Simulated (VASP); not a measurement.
Input of a VASP 6.6.1 run:

File POSCAR:

```
GaN
1.0
    3.1830984299      0.0000000000      0.0000000000
   -1.5915492150      2.7566441030      0.0000000000
    0.0000000000      0.0000000000      5.0280883552
Ga N
2 2
Direct
    0.3333333333      0.6666666667      0.9991101046
    0.6666666667      0.3333333333      0.4991101046
    0.3333333333      0.6666666667      0.3758898954
    0.6666666667      0.3333333333      0.8758898954
```

The input INCAR.step1:

```
SYSTEM = GaN
ALGO     = Normal         ! electronic algorithm
EDIFF    = 1E-4           ! SCF threshold, eV
ENCUT    = 520            ! plane-wave cutoff, eV
GGA      = PE             ! functional
ISMEAR   = 0              ! smearing method
LASPH    = .TRUE.         ! aspherical terms in the spheres
LCHARG   = .FALSE.        ! write CHGCAR
LREAL    = .FALSE.        ! projectors in reciprocal space
LWAVE    = .TRUE.         ! write WAVECAR
NBANDS   = 26             ! bands
NELM     = 100            ! most SCF steps
PREC     = Accurate       ! precision mode
SIGMA    = 0.05           ! smearing width, eV
```

INCAR.step2

```
SYSTEM = GaN
ALGO     = Normal         ! electronic algorithm
EDIFF    = 1E-6           ! SCF threshold, eV
ENCUT    = 520            ! plane-wave cutoff, eV
ISIF     = 2              ! what is computed and relaxed
ISMEAR   = 0              ! smearing method
ISTART   = 1            
LASPH    = .TRUE.         ! aspherical terms in the spheres
LCHARG   = .FALSE.        ! write CHGCAR
LMIXTAU  = .TRUE.       
LREAL    = .FALSE.        ! projectors in reciprocal space
LWAVE    = .FALSE.        ! write WAVECAR
METAGGA  = R2SCAN         ! meta-GGA
NBANDS   = 26             ! bands
NELM     = 100            ! most SCF steps
PREC     = Accurate       ! precision mode
SIGMA    = 0.05           ! smearing width, eV
```

Contents of KPOINTS:

```
k-points
0
G
  12 12 6
  0 0 0
```

Potentials or basis: VASP PAW PBE potentials, release 64 (Ga_d, N).

Command:

```sh
$ cat potpaw_PBE.64/Ga_d/POTCAR potpaw_PBE.64/N/POTCAR > POTCAR
$ cp INCAR.step1 INCAR
$ mpirun -np 1 vasp_std > vasp.out
$ cp INCAR.step2 INCAR
$ mpirun -np 1 vasp_std > vasp.out
```

Q: Estimate the pressure.

A: 7.9 GPa.

Q: Predict the largest force.

A: 0.424 eV/Å.

Q: Predict the band gap on the k mesh.

A: 2.56 eV.

Stress tensor (GPa, compression positive):
```
 3.33  0.00  0.00
 0.00  3.33  0.00
 0.00  0.00 16.95
```

Caveat: the cell differs from its parent crystal (strain +0.000 along x and y, -0.030 along z); the stress differs along the axes, from 3 to 17 GPa; the PAW data sets were made with another functional, which shifts forces and pressure a little.
